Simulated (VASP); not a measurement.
Input of a VASP 6.6.1 run:

File POSCAR:

```
NaCl
1.0
    3.5064772242      0.0000000000      0.0000000000
    0.0000000000      3.5064772242      0.0000000000
    0.0000000000      0.0000000000      3.5064772242
Na Cl
1 1
Direct
    0.0000000000      0.0000000000      0.0000000000
    0.5000000000      0.5000000000      0.5000000000
```

Contents of INCAR.step1:

```
SYSTEM = NaCl
ALGO = Normal
EDIFF = 1E-4
ENCUT = 600
GGA = PE
ISMEAR = -1
LASPH = .True.
LCHARG = .False.
LREAL = .False.
LWAVE = .True.
NELM = 60
PREC = Accurate
SIGMA = 0.02
```

Contents of INCAR.step2:

```
SYSTEM = NaCl
ALGO = Normal
EDIFF = 1E-6
EDIFFG = -0.005
ENCUT = 600
IBRION = 2
ISIF = 3
ISMEAR = -1
ISTART = 1
LASPH = .True.
LCHARG = .False.
LMIXTAU = .True.
LREAL = .False.
LWAVE = .False.
METAGGA = R2SCAN
NELM = 60
NSW = 80
PREC = Accurate
SIGMA = 0.02
```

File KPOINTS:

```
k-points
0
Gamma
  6 6 6
  0 0 0
```

Potentials or basis: VASP PAW PBE potentials, release 64 (Na_pv, Cl).

Command:

```sh
$ cat potpaw_PBE.64/Na_pv/POTCAR potpaw_PBE.64/Cl/POTCAR > POTCAR
$ cp INCAR.step1 INCAR
$ mpirun -np 1 vasp_std > vasp.out
$ cp INCAR.step2 INCAR
$ mpirun -np 1 vasp_std > vasp.out
```

(1) Predict the relaxed volume.

(2) Estimate the space group after relaxing (to 0.1 Å).

(3) Predict the relaxed cell.

(4) Estimate the band gap on the k mesh.

Answers

(1) 20.51 Å³/atom.

(2) Pm-3m (No. 221).

(3) a = 3.449 Å, b = 3.449 Å, c = 3.449 Å, α = 90.00°, β = 90.00°, γ = 90.00°.

(4) 4.99 eV (least direct gap 5.53 eV).

Caveat: the PAW data sets were made with another functional, which shifts forces and pressure a little.
